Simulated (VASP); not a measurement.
# Cd3Se (I4/mmm) in VASP: a series of runs, part 2 of 2

VASP 6.6.1.

## 4. Single point, LDA (24.85 Å³/atom)

This run uses another cell than the first one, of 24.85 Å³/atom.

Input file INCAR:

```
  ALGO = Normal
  EDIFF = 1E-6
  ENCUT = 520
  GGA = CA
  ISIF = 2
  ISMEAR = -1
  LASPH = True
  LCHARG = True
  LELF = True
  LREAL = False
  LVHAR = True
  LWAVE = False
  NBANDS = 29
  NELM = 60
  PREC = Accurate
  SIGMA = 0.05
```

Input file KPOINTS:

```
k-points
0
Gamma
  9 9 9
```

Input file POSCAR:

```
Cd3Se
1.0
   -2.0272549161      2.0272549161      6.0462258831
    2.0272549161     -2.0272549161      6.0462258831
    2.0272549161      2.0272549161     -6.0462258831
Cd Se
3 1
Direct
    0.5000000000      0.5000000000      0.0000000000
    0.2500000000      0.7500000000      0.5000000000
    0.7500000000      0.2500000000      0.5000000000
    0.0000000000      0.0000000000      0.0000000000
```

Potentials or basis: VASP PAW LDA potentials, release 64 (Cd, Se).

Command:

```console
cat potpaw_LDA.64/Cd/POTCAR potpaw_LDA.64/Se/POTCAR > POTCAR
mpirun -np 1 vasp_std > vasp.out
```

OUTCAR:

```text
EDIFF = 1E-6
   ENCUT = 520
   GGA = CA
   ISIF = 2
   ISMEAR = -1
   LASPH = True
   LREAL = False
   NELM = 60
   PREC = Accurate

 ion  position               nearest neighbor table
   1  0.500  0.500  0.000-   4 2.87   4 2.87   4 2.87   4 2.87   2 3.64   2 3.64   3 3.64   3 3.64
                             3 3.64   2 3.64   3 3.64   2 3.64
   2  0.250  0.750  0.500-   3 2.87   3 2.87   3 2.87   3 2.87   1 3.64   1 3.64   1 3.64   1 3.64

   3  0.750  0.250  0.500-   2 2.87   2 2.87   2 2.87   2 2.87   1 3.64   1 3.64   1 3.64   1 3.64

   4  0.000  0.000  0.000-   1 2.87   1 2.87   1 2.87   1 2.87

  LATTYP: Found a body centered tetragonal cell.
 ALAT       =     4.0545098322
 C/A-ratio  =     2.9824694640

  Lattice vectors:

 A1 = (  -2.0272549161,   2.0272549161,   6.0462258831)
 A2 = (   2.0272549161,  -2.0272549161,   6.0462258831)
 A3 = (   2.0272549161,   2.0272549161,  -6.0462258831)

Analysis of symmetry for initial positions (statically):
=====================================================================
 Subroutine PRICEL returns:
 Original cell was already a primitive cell.

 Routine SETGRP: Setting up the symmetry group for a
 body centered tetragonal supercell.

 Subroutine GETGRP returns: Found 16 space group operations
 (whereof 16 operations were pure point group operations)
 out of a pool of 16 trial point group operations.

The static configuration has the point symmetry D_4h.

Analysis of symmetry for dynamics (positions and initial velocities):
=====================================================================
 Subroutine PRICEL returns:
 Original cell was already a primitive cell.

 Routine SETGRP: Setting up the symmetry group for a
 body centered tetragonal supercell.

 Subroutine GETGRP returns: Found 16 space group operations
 (whereof 16 operations were pure point group operations)
 out of a pool of 16 trial point group operations.

The dynamic configuration has the point symmetry D_4h.

 Subroutine INISYM returns: Found 16 space group operations
 (whereof 16 operations are pure point group operations),
 and found     1 'primitive' translations

----------------------------------------------------------------------------------------

                                     Primitive cell

  volume of cell :      99.3942

  direct lattice vectors                    reciprocal lattice vectors
    -2.027254916  2.027254916  6.046225883     0.000000000  0.246638938  0.082696216
     2.027254916 -2.027254916  6.046225883     0.246638938  0.000000000  0.082696216
     2.027254916  2.027254916 -6.046225883     0.246638938  0.246638938  0.000000000

  length of vectors
     6.691514957  6.691514957  6.691514957     0.260133485  0.260133485  0.348800131

  position of ions in fractional coordinates (direct lattice)
     0.500000000  0.500000000  0.000000000
     0.250000000  0.750000000  0.500000000
     0.750000000  0.250000000  0.500000000
     0.000000000  0.000000000  0.000000000

  ion indices of the primitive-cell ions
   primitive index   ion index
                 1           1
                 2           2
                 3           3
                 4           4

[... 21 lines left out ...]
 Subroutine IBZKPT returns following result:
 ===========================================

 Found     75 irreducible k-points:

 Following reciprocal coordinates:
            Coordinates               Weight
  0.000000  0.000000  0.000000      1.000000
  0.111111  0.000000 -0.000000      8.000000
  0.222222 -0.000000  0.000000      8.000000
  0.333333  0.000000 -0.000000      8.000000
  0.444444 -0.000000  0.000000      8.000000
  0.111111  0.111111 -0.000000      8.000000
[... 16 lines left out ...]
 -0.333333  0.333333  0.000000      4.000000
  0.444444  0.444444  0.000000      8.000000
 [... further k-points ...]
   k-points           NKPTS =     75   k-points in BZ     NKDIM =     75   number of bands    NBANDS=     29
   number of dos      NEDOS =    301   number of ions     NIONS =      4
   total plane-waves  NPLWV = 125000
   dimension x,y,z NGX =    50 NGY =   50 NGZ =   50
   dimension x,y,z NGXF=   100 NGYF=  100 NGZF=  100
   ions per type =               3   1
   NGX,Y,Z   is equivalent  to a cutoff of  12.42, 12.42, 12.42 a.u.
   NGXF,Y,Z  is equivalent  to a cutoff of  24.84, 24.84, 24.84 a.u.
 SYSTEM =  unknown system
   PREC   = accura    normal or accurate (medium, high low for compatibility)
   ISTART =      0    job   : 0-new  1-cont  2-samecut
   ICHARG =      2    charge: 1-file 2-atom 10-const
   ISPIN  =      1    spin polarized calculation?
   LNONCOLLINEAR =      F non collinear calculations
   LSORBIT =      F    spin-orbit coupling
   LASPH  =      T    aspherical Exc in radial PAW
   ENCUT  =  520.0 eV  38.22 Ry    6.18 a.u.  12.44 12.44 12.44*2*pi/ulx,y,z
   NELM   =     60;   NELMIN=  2; NELMDL= -5     # of ELM steps
   EDIFF  = 0.1E-05   stopping-criterion for ELM
   LREAL  =      F    real-space projection
   EDIFFG = 0.1E-04   stopping-criterion for IOM
   NSW    =      0    number of steps for IOM
   IBRION =     -1    ionic relax: 0-MD 1-quasi-New 2-CG
   NFREE  =      0    steps in history (QN), initial steepest desc. (CG)
   ISIF   =      2    stress and relaxation
   ISYM   =      2    0-nonsym 1-usesym 2-fastsym
   POTIM  = 0.5000    time-step for ionic-motion
   TEBEG  =    0.0;   TEEND  =   0.0 temperature during run
   PSTRESS=    0.0 pullay stress
   NELECT =      42.0000    total number of electrons
   NUPDOWN=      -1.0000    fix difference up-down
   EMIN   =  10.00;   EMAX   =-10.00  energy-range for DOS
   EFERMI =   0.00;   METHOD = LEGACY
   ISMEAR =    -1;   SIGMA  =   0.05  broadening in eV -4-tet -1-fermi 0-gaus
   EFERMI_NEDOS =   21; number of points for ismear=-14 and -15
   IALGO  =     38    algorithm
   IMIX   =      4    mixing-type and parameters
     AMIX     =   0.40;   BMIX     =  1.00
     AMIX_MAG =   1.60;   BMIX_MAG =  1.00
  volume/ion in A,a.u.               =      24.85       167.69
  Fermi-wavevector in a.u.,A,eV,Ry     =   1.228488  2.321506 20.533676  1.509183
  Thomas-Fermi vector in A             =   2.363412
   LORBIT       =      0    0 simple, 1 ext, 2 COOP (PROOUT), +10 PAW based schemes
   GGA     = CA    functional components
   LHFCALC =     F    Hartree Fock is set to
   AEXX    =    0.0000 exact exchange contribution
   IVDW    =     0    specifies the selected vdW correction
   LEPSILON=     F    determine dielectric tensor
   LRPA    =     F    only Hartree local field effects (RPA)
 non-spin polarized calculation
  energy-cutoff  :      520.00
  volume of cell :       99.39
 maximum number of plane-waves:      2723
 NGX is ok and might be reduce to    50
   NGX = 25   NGY = 25   NGZ = 25

 number of electron      41.9999992 magnetization

 Free energy of the ion-electron system (eV)
  ---------------------------------------------------
  ext. energy  EPLUGINS =         0.00000000
  ---------------------------------------------------
  free energy    TOTEN  =        -8.55809162 eV

  energy without entropy =       -8.54967090  energy(sigma->0) =       -8.55388126

 E-fermi :   1.9539     XC(G=0): -10.3815

 val. band max:        1.9330245473   @ k =  -0.1111  -0.3333   0.1111
 cond. band min:       1.9676935877   @ k =   0.3333   0.3333   0.1111
 fundamental gap:      0.0346690404
 Fermi energy:         1.9539195004

 k-point     1 :       0.0000    0.0000    0.0000
  band No.  band energies     occupation
      1     -10.9998      2.00000
      2      -7.5511      2.00000
      3      -7.2822      2.00000
      4      -7.1311      2.00000
      5      -6.7100      2.00000
      6      -6.7100      2.00000
[... 757 lines left out ...]
     28      10.7137      0.00000
     29      11.1731      0.00000

 [... further k-points ...]

------------------------ aborting loop because EDIFF is reached ----------------------------------------

  FORCE on cell =-STRESS in cart. coord.  units (eV):
  Direction    XX          YY          ZZ          XY          YZ          ZX
  --------------------------------------------------------------------------------------
  -------------------------------------------------------------------------------------
  Total       -3.5681401     -3.5681401     -1.6723093      0.0000000     -0.0000000      0.0000000
  in kB      -57.5163604    -57.5163604    -26.9566620      0.0000000     -0.0000000      0.0000000
  external PRESSURE =     -47.3297943 kB  Pullay stress =       0.0000000 kB

 VOLUME and BASIS-vectors are now :
 -----------------------------------------------------------------------------
  energy-cutoff  :      520.00
  volume of cell :       99.39
      direct lattice vectors                 reciprocal lattice vectors
    -2.027254916  2.027254916  6.046225883     0.000000000  0.246638938  0.082696216
     2.027254916 -2.027254916  6.046225883     0.246638938  0.000000000  0.082696216
     2.027254916  2.027254916 -6.046225883     0.246638938  0.246638938  0.000000000

 POSITION                                       TOTAL-FORCE (eV/Angst)
 -----------------------------------------------------------------------------------
      0.00000      0.00000      6.04623         0.000000      0.000000     -0.000000
      2.02725      0.00000      3.02311         0.000000     -0.000000      0.000000
      0.00000      2.02725      3.02311        -0.000000      0.000000      0.000000
      0.00000      0.00000      0.00000         0.000000      0.000000     -0.000000
 -----------------------------------------------------------------------------------
    total drift:                               -0.000000      0.000000      0.000000

  FREE ENERGIE OF THE ION-ELECTRON SYSTEM (eV)
  ---------------------------------------------------
  free  energy   TOTEN  =        -8.5580916240 eV

  energy  without entropy=       -8.5496709024  energy(sigma->0) =       -8.55388126
```

stdout:

```text
POSCAR found type information on POSCAR CdSe
 POSCAR found :  2 types and       4 ions
 scaLAPACK will be used
 LDA part: xc-table for (Slater(with rela. corr.)+CA(PZ))
 , standard interpolation
 POSCAR, INCAR and KPOINTS ok, starting setup
 FFT: planning ... GRIDC
 FFT: planning ... GRID_SOFT
 FFT: planning ... GRID
 WAVECAR not read
 entering main loop
```

Wall time 10 min (1 thread of Intel Xeon 8259CL, shared host); peak memory 0.39 GiB.

What came out:

```
Free energy            : -8.5581 eV
Pressure               : -4.7 GPa
Band gap on the k mesh : zero (bands 21 and 22 overlap by 1.64 eV)
```

Caveat: the cell stands under tension.

## 5. Single point, LDA (25.36 Å³/atom)

This run uses another cell than the first one, of 25.36 Å³/atom.

Input file INCAR:

```
SYSTEM = Cd3Se
  PREC = Accurate
  ENCUT = 520
  EDIFF = 1E-6
  ISMEAR = -1
  SIGMA = 0.05
  LREAL = .FALSE.
  LASPH = .TRUE.
  NELM = 100
  ALGO = Normal
  ISIF = 2
  LWAVE = .FALSE.
  LCHARG = .TRUE.
  GGA = CA
  LELF = .TRUE.
  LVHAR = .TRUE.
  NBANDS = 29
```

Input file KPOINTS:

```
Automatic mesh
0
G
  9 9 9
  0 0 0
```

Input file POSCAR:

```
Cd3Se
1.0
   -2.0409530000      2.0409530000      6.0870800000
    2.0409530000     -2.0409530000      6.0870800000
    2.0409530000      2.0409530000     -6.0870800000
Cd Se
3 1
Direct
    0.5000000000      0.5000000000      0.0000000000
    0.2500000000      0.7500000000      0.5000000000
    0.7500000000      0.2500000000      0.5000000000
    0.0000000000      0.0000000000      0.0000000000
```

Potentials or basis: VASP PAW LDA potentials, release 64 (Cd, Se).

Command:

```console
cat potpaw_LDA.64/Cd/POTCAR potpaw_LDA.64/Se/POTCAR > POTCAR
mpirun -np 1 vasp_std > vasp.out
```

OUTCAR:

```text
SYSTEM = Cd3Se
   PREC = Accurate
   ENCUT = 520
   EDIFF = 1E-6
   ISMEAR = -1
   LREAL = .FALSE.
   LASPH = .TRUE.
   NELM = 100
   ISIF = 2
   GGA = CA

 ion  position               nearest neighbor table
   1  0.500  0.500  0.000-   4 2.89   4 2.89   4 2.89   4 2.89   3 3.66   2 3.66   3 3.66   3 3.66
                             2 3.66   2 3.66   3 3.66   2 3.66
   2  0.250  0.750  0.500-   3 2.89   3 2.89   3 2.89   3 2.89   1 3.66   1 3.66   1 3.66   1 3.66

   3  0.750  0.250  0.500-   2 2.89   2 2.89   2 2.89   2 2.89   1 3.66   1 3.66   1 3.66   1 3.66

   4  0.000  0.000  0.000-   1 2.89   1 2.89   1 2.89   1 2.89

  LATTYP: Found a body centered tetragonal cell.
 ALAT       =     4.0819060000
 C/A-ratio  =     2.9824694640

  Lattice vectors:

 A1 = (  -2.0409530000,   2.0409530000,   6.0870800000)
 A2 = (   2.0409530000,  -2.0409530000,   6.0870800000)
 A3 = (   2.0409530000,   2.0409530000,  -6.0870800000)

Analysis of symmetry for initial positions (statically):
[... 173 lines left out ...]
  free energy    TOTEN  =        -8.49425216 eV

  energy without entropy =       -8.48562908  energy(sigma->0) =       -8.48994062

 E-fermi :   1.7926     XC(G=0): -10.2840

 val. band max:        1.7873038386   @ k =  -0.1111  -0.3333   0.1111
 cond. band min:       1.8054880664   @ k =  -0.4444   0.4444   0.0000
 fundamental gap:      0.0181842278
 Fermi energy:         1.7925764937

 k-point     1 :       0.0000    0.0000    0.0000
  band No.  band energies     occupation
      1     -11.0506      2.00000
      2      -7.6264      2.00000
      3      -7.3616      2.00000
      4      -7.2139      2.00000
      5      -6.8146      2.00000
      6      -6.8146      2.00000
[... 757 lines left out ...]
     28      10.4874      0.00000
     29      10.9290      0.00000

 [... further k-points ...]

------------------------ aborting loop because EDIFF is reached ----------------------------------------

  FORCE on cell =-STRESS in cart. coord.  units (eV):
  Direction    XX          YY          ZZ          XY          YZ          ZX
  --------------------------------------------------------------------------------------
  -------------------------------------------------------------------------------------
  Total       -4.1309613     -4.1309613     -1.8973932      0.0000000      0.0000000     -0.0000000
  in kB      -65.2569386    -65.2569386    -29.9731867      0.0000000      0.0000000     -0.0000000
  external PRESSURE =     -53.4956880 kB  Pullay stress =       0.0000000 kB

 VOLUME and BASIS-vectors are now :
 -----------------------------------------------------------------------------
  energy-cutoff  :      520.00
  volume of cell :      101.42
      direct lattice vectors                 reciprocal lattice vectors
    -2.040953000  2.040953000  6.087080000     0.000000000  0.244983593  0.082141191
     2.040953000 -2.040953000  6.087080000     0.244983593  0.000000000  0.082141191
     2.040953000  2.040953000 -6.087080000     0.244983593  0.244983593  0.000000000

 POSITION                                       TOTAL-FORCE (eV/Angst)
 -----------------------------------------------------------------------------------
      0.00000      0.00000      6.08708        -0.000000      0.000000     -0.000000
      2.04095      0.00000      3.04354        -0.000000     -0.000000     -0.000000
      0.00000      2.04095      3.04354         0.000000      0.000000      0.000000
      0.00000      0.00000      0.00000        -0.000000      0.000000     -0.000000
 -----------------------------------------------------------------------------------
    total drift:                               -0.000000      0.000000      0.000000

  FREE ENERGIE OF THE ION-ELECTRON SYSTEM (eV)
  ---------------------------------------------------
  free  energy   TOTEN  =        -8.4942521618 eV

  energy  without entropy=       -8.4856290838  energy(sigma->0) =       -8.48994062
```

OSZICAR:

```text
N       E                     dE             d eps       ncg     rms          rms(c)
DAV:   1     0.304213219973E+03    0.30421E+03   -0.21121E+04  4350   0.137E+03
DAV:   2     0.300471341447E+01   -0.30121E+03   -0.29027E+03  4620   0.361E+02
DAV:   3    -0.910051301616E+01   -0.12105E+02   -0.12019E+02  5001   0.738E+01
DAV:   4    -0.917204135149E+01   -0.71528E-01   -0.71475E-01  4660   0.494E+00
DAV:   5    -0.917226704577E+01   -0.22569E-03   -0.22569E-03  4940   0.270E-01    0.549E+00
DAV:   6    -0.853039239126E+01    0.64187E+00   -0.20591E+00  4898   0.882E+00    0.462E+00
DAV:   7    -0.850724414501E+01    0.23148E-01   -0.20262E-01  4715   0.215E+00    0.254E+00
DAV:   8    -0.849520010698E+01    0.12044E-01   -0.25262E-02  4720   0.120E+00    0.212E-01
DAV:   9    -0.849425402793E+01    0.94608E-03   -0.34141E-03  4763   0.345E-01    0.107E-01
DAV:  10    -0.849424973424E+01    0.42937E-05   -0.44441E-04  4794   0.117E-01    0.347E-02
DAV:  11    -0.849425229322E+01   -0.25590E-05   -0.27686E-05  4750   0.513E-02    0.763E-03
DAV:  12    -0.849425216180E+01    0.13142E-06   -0.16942E-06  3640   0.847E-03
   1 F= -.84942522E+01 E0= -.84899406E+01  d E =-.862308E-02
```

stdout:

```text
POSCAR found type information on POSCAR CdSe
 POSCAR found :  2 types and       4 ions
 scaLAPACK will be used
 LDA part: xc-table for (Slater(with rela. corr.)+CA(PZ))
 , standard interpolation
 POSCAR, INCAR and KPOINTS ok, starting setup
 FFT: planning ... GRIDC
 FFT: planning ... GRID_SOFT
 FFT: planning ... GRID
 WAVECAR not read
 entering main loop
```

Run time: 8 min. Hardware: 1 thread of Intel Xeon 8259CL, shared host; peak memory 0.4 GiB.

Results:

| Quantity | Value |
| --- | --- |
| Free energy | -8.4943 eV |
| Pressure | -5.3 GPa |
| Band gap on the k mesh | zero (bands 21 and 22 overlap by 1.61 eV) |

Levels at points of the mesh, in eV from the Fermi level:
| k point | band 17 | band 18 | band 19 | band 20 | band 21 | band 22 | band 23 | band 24 | band 25 | band 26 |
| --- | --- | --- | --- | --- | --- | --- | --- | --- | --- | --- |
| (0.00, 0.00, 0.00) | -5.60 | -3.45 | -1.84 | -1.84 | -0.64 | 2.40 | 2.72 | 2.72 | 4.25 | 4.91 |

Caveat: the cell stands under tension.

## 6. Single point, LDA (25.86 Å³/atom)

This run uses another cell than the first one, of 25.86 Å³/atom.

Input file INCAR:

```
PREC = Accurate
ENCUT = 520
EDIFF = 1E-7
ISMEAR = -1
SIGMA = 0.05
LREAL = F
LASPH = T
NELM = 100
ALGO = Normal
ISIF = 2
LWAVE = F
LCHARG = F
GGA = CA
NBANDS = 29
```

Input file KPOINTS:

```
regular mesh
0
Gamma
  9 9 9
```

Input file POSCAR:

```
Cd3Se
1.0
   -2.0544696389      2.0544696389      6.1273929629
    2.0544696389     -2.0544696389      6.1273929629
    2.0544696389      2.0544696389     -6.1273929629
Cd Se
3 1
Direct
    0.5000000000      0.5000000000      0.0000000000
    0.2500000000      0.7500000000      0.5000000000
    0.7500000000      0.2500000000      0.5000000000
    0.0000000000      0.0000000000      0.0000000000
```

Potentials or basis: VASP PAW LDA potentials, release 64 (Cd, Se).

Command:

```console
cat potpaw_LDA.64/Cd/POTCAR potpaw_LDA.64/Se/POTCAR > POTCAR
mpirun -np 1 vasp_std > vasp.out
```

Wall time 6.6 min (1 thread of Intel Xeon 8259CL, shared host); peak memory 0.4 GiB.

Results (log left out):

```yaml
Free_energy: -8.4232 eV
Pressure: -5.9 GPa
Band_gap_on_the_k_mesh: zero (bands 21 and 22 overlap by 1.58 eV)
```

Stress tensor (GPa, compression positive):
```
-7.19  0.00  0.00
 0.00 -7.19  0.00
 0.00  0.00 -3.25
```

Levels at points of the mesh, in eV from the Fermi level:
```
           k point  band 18  band 19  band 20  band 21  band 22  band 23  band 24  band 25
(0.00, 0.00, 0.00)    -3.34    -1.78    -1.78    -0.66     2.39     2.72     2.72     4.14
```

Caveat: the cell stands under tension.

## 7. Overview

| cell | gap on the mesh (eV) | pressure (GPa) |
| --- | --- | --- |
| a = 6.599 Å, angles 144.7, 144.7, 50.7°, 4 atoms | none | -3.2 |
| a = 6.646 Å, angles 144.7, 144.7, 50.7°, 4 atoms | none | -4.0 |
| a = 6.692 Å, angles 144.7, 144.7, 50.7°, 4 atoms | none | -4.7 |
| a = 6.737 Å, angles 144.7, 144.7, 50.7°, 4 atoms | none | -5.3 |
| a = 6.781 Å, angles 144.7, 144.7, 50.7°, 4 atoms | none | -5.9 |

Alike in all rows: task single point; level LDA; potentials or basis VASP PAW LDA potentials, release 64 (Cd, Se); no spin polarisation; k mesh 9 × 9 × 9; cutoff (eV) 520; smearing fermi-dirac 0.05 eV.

Caveats: the cell stands under tension.

Absolute energies hang on the potentials; compare differences alone.

The gap in the log of VASP goes by the Fermi energy; the results here count the filled bands.